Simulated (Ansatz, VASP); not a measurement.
H: VASP beside Ansatz

INCAR

```
ALGO = Normal ; EDIFF = 1E-6
ENCUT = 500 ; GGA = CA
GGA_COMPAT = False ; ISIF = 2
ISMEAR = 0 ; LASPH = True
LCHARG = False ; LREAL = False
LWAVE = False ; NBANDS = 6
NELM = 120 ; PREC = Accurate
SIGMA = 0.05
```

File KPOINTS:

```
k-points
0
Gamma
  12 12 30
```

The input POSCAR:

```
H
1.0
    2.6496387389      0.0000000000      0.0000000000
    0.0000000000      2.6496387389      0.0000000000
    0.0000000000      0.0000000000      0.9804929200
H
1
Direct
    0.0000000000      0.0000000000      0.5000000000
```

Input for Ansatz:

```yaml
crystal:
  lattice:
    - [2.6496387389, 0.0, 0.0]
    - [0.0, 2.6496387389, 0.0]
    - [0.0, 0.0, 0.98049292]
  atoms:
    - { symbol: H, position: [0.0, 0.0, 0.5] }
basis:
  ecutwfc: 420
kpoints:
  mp_grid: { grid: [12, 12, 30] }
hamiltonian:
  xc: lda
scf:
  occupations: { method: gaussian, width: 0.05 }
output:
  forces: true
  stress: true
  eigenvalues: true
```

Alike in both runs: task single point; functional LDA; k mesh 12 × 12 × 30; occupations gaussian, width 0.05 eV; no spin polarisation.

```csv
,VASP,Ansatz
version,VASP 6.6.1,Ansatz 0.2.0
potentials or method,"VASP PAW LDA potentials, release 64 (H), cutoff 500 eV","scalar-relativistic, plane waves, PAW"
valence electrons in the cell,1,1
```

|  | VASP | Ansatz | Ansatz less VASP |
| --- | --- | --- | --- |
| gap on the k mesh at the Fermi level (eV) | none | none | - |
| pressure (GPa) | 1.2 | 1.5 | +0.22 |
| traceless stress, the component that is largest in VASP (GPa) | 3.47 | 3.14 | -0.328 |

LDA's correlation is that of Perdew and Zunger in VASP and of Perdew and Wang (1992) in Ansatz. A gap of «none» marks a metal or a gap that the smearing closes.
